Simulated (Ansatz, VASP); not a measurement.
## One calculation of SnO2, two programs

```xyz
6
Lattice="-2.0856 2.0856 5.3457 2.0856 -2.0856 5.3457 2.0856 2.0856 -5.3457" Properties=species:S:1:pos:R:3 pbc="T T T"
Sn    0.0000    2.0856    2.6729
Sn    0.0000    0.0000    0.0000
O     0.0000    0.0000    8.5875
O     0.0000    2.0856    4.7769
O     0.0000    0.0000    2.1040
O     0.0000    2.0856    0.5689
```

Alike in both runs: functional LDA; k mesh 10 × 10 × 10; occupations gaussian, width 0.05 eV; no spin polarisation.

Ansatz relaxed the structure, and its values are those at the end. VASP's run is a single point on that final structure, the one shown.

|  | VASP | Ansatz |
| --- | --- | --- |
| version | VASP 6.6.1 | Ansatz 0.2.0 |
| potentials or method | VASP PAW LDA potentials, release 64 (Sn_d, O), cutoff 520 eV | scalar-relativistic, plane waves, PAW |
| valence electrons in the cell | 52 | 52 |

|  | VASP | Ansatz | Ansatz less VASP |
| --- | --- | --- | --- |
| gap on the k mesh at the Fermi level (eV) | 0.58 | 0.57 | -0.017 |
| least direct gap on the mesh (eV) | 0.77 | 0.76 | -0.018 |
| pressure (GPa) | -16.4 | -17.1 | -0.65 |
| rms of the force components (eV/Å) | 0.022 | 0.000 | -0.0217 |

Ansatz warns that its potentials were made for another functional, while VASP's fit it. LDA's correlation is that of Perdew and Zunger in VASP and of Perdew and Wang (1992) in Ansatz. Ansatz's warnings: stress scf threshold loose.
